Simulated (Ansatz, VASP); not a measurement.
## C in VASP and in Ansatz

The input INCAR:

```
  ALGO = Normal
  EDIFF = 1E-8
  ENCUT = 520
  ISIF = 2
  ISMEAR = -1
  LASPH = True
  LCHARG = False
  LEFG = True
  LREAL = False
  LWAVE = False
  NBANDS = 11
  NELM = 80
  PREC = Accurate
  SIGMA = 0.08
```

The input KPOINTS:

```
k-points
0
Gamma
  20 20 20
```

The input POSCAR:

```
C
1.0
    0.0000000000      1.7298980000      1.7834000000
    1.7298980000      0.0000000000      1.7834000000
    1.7298980000      1.7298980000      0.0000000000
C
2
Direct
    0.5000000000      0.5000000000      0.5000000000
    0.7500000000      0.7500000000      0.7500000000
```

Input for Ansatz:

```yaml
crystal:
  lattice:
    - [0.0, 1.729898, 1.7834]
    - [1.729898, 0.0, 1.7834]
    - [1.729898, 1.729898, 0.0]
  atoms:
    - { symbol: C, position: [0.5, 0.5, 0.5] }
    - { symbol: C, position: [0.75, 0.75, 0.75] }
kpoints:
  mp_grid: { grid: [20, 20, 20] }
scf:
  occupations: { method: fermi_dirac, width: 0.08 }
hamiltonian:
  xc: lda
  pseudopotentials: { kind: all_electron, datasets: crystal }
output:
  forces: true
  stress: true
  eigenvalues: true
  efg: { contact_densities: true }
```

Change from the starting cell: equal xx and yy strain of -3 %, crystal datasets.

Alike in both runs: task electric field gradients; functional LDA; k mesh 20 × 20 × 20; occupations fermi-dirac, width 0.08 eV; no spin polarisation.

|  | VASP | Ansatz |
| --- | --- | --- |
| version | VASP 6.6.1 | Ansatz 0.2.0 |
| potentials or method | VASP PAW LDA potentials, release 64 (C), cutoff 520 eV | all-electron PAW with datasets made for the crystal, scalar-relativistic |

VASP gave:

| Property | Result |
| --- | --- |
| gap on the k mesh at the Fermi level (eV) | 3.85 |
| pressure (GPa) | 17.3 |
| traceless stress, the component that is largest in VASP (GPa) | -20.65 |
| size of Vzz on the site where it differs most (V/Å²) | 1.3 |

**Question.** Which values does Ansatz return?

**Answer.** gap on the k mesh at the Fermi level (eV): 3.86; pressure (GPa): 15.6; traceless stress, the component that is largest in VASP (GPa): -20.70; size of Vzz on the site where it differs most (V/Å²): 1.5.

LDA's correlation is that of Perdew and Zunger in VASP and of Perdew and Wang (1992) in Ansatz. Ansatz ran all-electron here, and VASP with PAW potentials.
